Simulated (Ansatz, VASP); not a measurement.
## LiF: VASP beside Ansatz

INCAR

```
ALGO     = Normal         # electronic algorithm
EDIFF    = 1E-7           # SCF threshold, eV
EDIFFG   = -0.01          # ionic threshold
ENCUT    = 910            # plane-wave cutoff, eV
GGA      = PE             # functional
GGA_COMPAT= F            
IBRION   = 2              # ionic algorithm
ISIF     = 3              # what is computed and relaxed
ISMEAR   = 0              # smearing method
LASPH    = T              # aspherical terms in the spheres
LCHARG   = F              # write CHGCAR
LREAL    = F              # projectors in reciprocal space
LWAVE    = F              # write WAVECAR
NELM     = 120            # most SCF steps
NELMIN   = 4            
NSW      = 100            # ionic steps
PREC     = Accurate       # precision mode
SIGMA    = 0.02           # smearing width, eV
```

File KPOINTS:

```
k-points
0
Gamma
  10 10 10
```

The input POSCAR:

```
LiF
1.0
    0.0000000000      2.0343867978      2.0343867978
    2.0343867978      0.0000000000      2.0343867978
    2.0343867978      2.0343867978      0.0000000000
Li F
1 1
Direct
    0.5000000000      0.5000000000      0.5000000000
    0.0000000000      0.0000000000      0.0000000000
```

Input for Ansatz:

```yaml
crystal:
  lattice:
    - [0.0, 2.0343867978, 2.0343867978]
    - [2.0343867978, 0.0, 2.0343867978]
    - [2.0343867978, 2.0343867978, 0.0]
  atoms:
    - { symbol: Li, position: [0.5, 0.5, 0.5] }
    - { symbol: F, position: [0.0, 0.0, 0.0] }
basis:
  ecutwfc: 420
kpoints:
  mp_grid: { grid: [10, 10, 10] }
hamiltonian:
  xc: pbe
scf:
  occupations: { method: gaussian, width: 0.02 }
output:
  forces: true
  stress: true
  eigenvalues: true
relax:
  adjacent_minimum: "off"
  f_tol: 0.01
  max_steps: 80
  cell: { stress_tol: 0.05 }
```

Change from the starting cell: the structure that the rattled cell fell into.

Alike in both runs: task relaxation of cell and atoms; functional PBE; k mesh 10 × 10 × 10; occupations gaussian, width 0.02 eV; no spin polarisation.

|  | VASP | Ansatz |
| --- | --- | --- |
| version | VASP 6.6.1 | Ansatz 0.2.0 |
| potentials or method | VASP PAW PBE potentials, release 64 (Li_sv, F_h), cutoff 910 eV | scalar-relativistic, plane waves, PAW |
| valence electrons in the cell | 10 | 10 |

Ansatz gave:

- gap on the k mesh at the Fermi level, each at its own relaxed structure (eV): 8.83
- relaxed volume (Å³/atom): 8.42
- relaxed cell length with the largest relative difference (Å): 2.877

Problem. What did VASP give for the same quantities?

Solution. gap on the k mesh at the Fermi level, each at its own relaxed structure (eV): 8.93; relaxed volume (Å³/atom): 8.30; relaxed cell length with the largest relative difference (Å): 2.863.

Noted on VASP's run: the cutoff is short for stress, so the pressure is rough.
